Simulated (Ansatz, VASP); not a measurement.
Two plane-wave programs on Sr2TeS

File INCAR:

```
PREC = Accurate ; ENCUT = 520
EDIFF = 1E-7 ; ISMEAR = 0
SIGMA = 0.01 ; LREAL = F
LASPH = T ; NELM = 60
ALGO = Normal ; ISIF = 2
LWAVE = F ; LCHARG = F
GGA = PE ; NBANDS = 24
```

KPOINTS

```
Automatic mesh
0
Gamma
  6 6 4
```

The input POSCAR:

```
Sr2TeS
1.0
    4.5333613597      0.0000000000      0.0000000000
    0.0000000000      4.5333613597      0.0000000000
    0.0000000000      0.0000000000      6.4137234993
S Sr Te
1 2 1
Direct
    0.0000000000      0.0000000000      0.0000000000
    0.0000000000      0.0000000000      0.5000000000
    0.5000000000      0.5000000000      0.0000000000
    0.5000000000      0.5000000000      0.5000000000
```

Input for Ansatz:

```yaml
crystal:
  lattice:
    - [4.5333613597, 0.0, 0.0]
    - [0.0, 4.5333613597, 0.0]
    - [0.0, 0.0, 6.4137234993]
  atoms:
    - { symbol: S, position: [0.0, 0.0, 0.0] }
    - { symbol: Sr, position: [0.0, 0.0, 0.5] }
    - { symbol: Te, position: [0.5, 0.5, 0.5] }
    - { symbol: Sr, position: [0.5, 0.5, 0.0] }
kpoints:
  mp_grid: { grid: [6, 6, 4] }
  band_path:
    path:
      - [0.0, 0.0, 0.0]
      - [0.0, 0.5, 0.0]
      - [0.5, 0.5, 0.0]
      - [0.0, 0.0, 0.5]
      - [0.0, 0.5, 0.5]
      - [0.5, 0.5, 0.5]
    npoints: 1
hamiltonian:
  xc: pbe
scf:
  occupations: { method: fixed }
  n_extra_bands: 5
output:
  forces: true
  stress: true
  eigenvalues: true
```

Alike in both runs: task single point; functional PBE; k mesh 6 × 6 × 4; no spin polarisation.

|  | VASP | Ansatz |
| --- | --- | --- |
| version | VASP 6.6.1 | Ansatz 0.2.0 |
| potentials or method | VASP PAW PBE potentials, release 64 (S, Sr_sv, Te) | plane waves, PAW |
| plane-wave cutoff (eV) | 520 | 420 |
| occupations | gaussian, width 0.01 eV | fixed |
| valence electrons in the cell | 32 | 42 |

VASP gave:

| Property | Result |
| --- | --- |
| gap on the k mesh at the Fermi level (eV) | 1.94 |
| pressure (GPa) | 0.4 |

Problem. Which values does Ansatz return?

Solution. gap on the k mesh at the Fermi level (eV): 1.97; pressure (GPa): 0.3.

VASP's potentials hold 32 valence electrons a cell and Ansatz's 42, so a difference there can come from the potentials and not from the codes.

Spin-orbit coupling is off throughout.
